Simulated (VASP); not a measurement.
Here is a VASP 6.6.1 calculation.

Contents of INCAR:

```
  PREC = Accurate
  ENCUT = 600
  EDIFF = 1E-6
  ISMEAR = -1
  SIGMA = 0.15
  LREAL = False
  LASPH = True
  NELM = 80
  ALGO = Normal
  ISIF = 3
  LWAVE = False
  LCHARG = False
  IBRION = 2
  NSW = 80
  EDIFFG = -0.001
```

Contents of KPOINTS:

```
regular mesh
0
Gamma
  18 18 18
```

POSCAR

```
TiN
1.0
    0.0000000000      2.0858858464      2.0858858464
    2.0858858464      0.0000000000      2.0858858464
    2.0858858464      2.0858858464      0.0000000000
Ti N
1 1
Direct
    0.0000000000      0.0000000000      0.0000000000
    0.5000000000      0.5000000000      0.5000000000
```

Potentials or basis: VASP PAW LDA potentials, release 64 (Ti_sv, N).

Command:

```console
$ cat potpaw_LDA.64/Ti_sv/POTCAR potpaw_LDA.64/N/POTCAR > POTCAR
$ mpirun -np 1 vasp_std > vasp.out
```

Q: What does it give for the relaxed cell?

A: a = 2.954 Å, b = 2.954 Å, c = 2.954 Å, α = 60.00°, β = 60.00°, γ = 60.00°.

Q: Estimate the relaxed volume.

A: 9.11 Å³/atom.

Q: Estimate the space group after relaxing (to 0.05 Å).

A: Fm-3m (No. 225).

Final structure:
```yaml
crystal:
  lattice:
    - [0.00000, 2.08865, 2.08865]
    - [2.08865, 0.00000, 2.08865]
    - [2.08865, 2.08865, 0.00000]
  atoms:
    - { symbol: Ti, position: [0.00000, 0.00000, 0.00000] }
    - { symbol: N, position: [0.50000, 0.50000, 0.50000] }
```
